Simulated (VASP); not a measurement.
Input of a VASP 6.6.1 run:

The input INCAR:

```
ALGO = Normal ; EDIFF = 1E-7
ENCUT = 520 ; GGA = PE
ISIF = 2 ; ISMEAR = 0
LASPH = T ; LCHARG = F
LREAL = F ; LWAVE = F
NBANDS = 16 ; NELM = 80
PREC = Accurate ; SIGMA = 0.1
```

File KPOINTS:

```
k-points
0
Gamma
  6 6 4
```

POSCAR

```
SbSe2
1.0
    4.1671725100      0.0000000000      0.0000000000
   -2.0835862600      3.6088772600      0.0000000000
    0.0000000000      0.0000000000      3.9523636400
Sb Se
1 2
Direct
    0.0000000000      0.0000000000      0.6974055800
    0.3333333300      0.6666666700      0.5626958700
    0.6666666700      0.3333333300      0.5626958700
```

Potentials or basis: VASP PAW PBE potentials, release 64 (Sb, Se).

Launch:

```console
$ cat potpaw_PBE.64/Sb/POTCAR potpaw_PBE.64/Se/POTCAR > POTCAR
$ mpirun -np 1 vasp_std > vasp.out
```

Problem. Estimate the largest force.

Solution. 5.660 eV/Å.

Problem. Predict the pressure.

Solution. 66.6 GPa.

Stress tensor (GPa, compression positive):
```
95.55  0.00  0.00
 0.00 95.55  0.00
 0.00  0.00  8.69
```

Caveat: the k points lie up to 0.40 Å⁻¹ apart; this functional lacks dispersion, which binds the layers, so the pressure and a relaxed spacing across them are unreliable; forces of over 1 eV/Å act on the atoms, so gaps and moduli don't describe the material at rest.
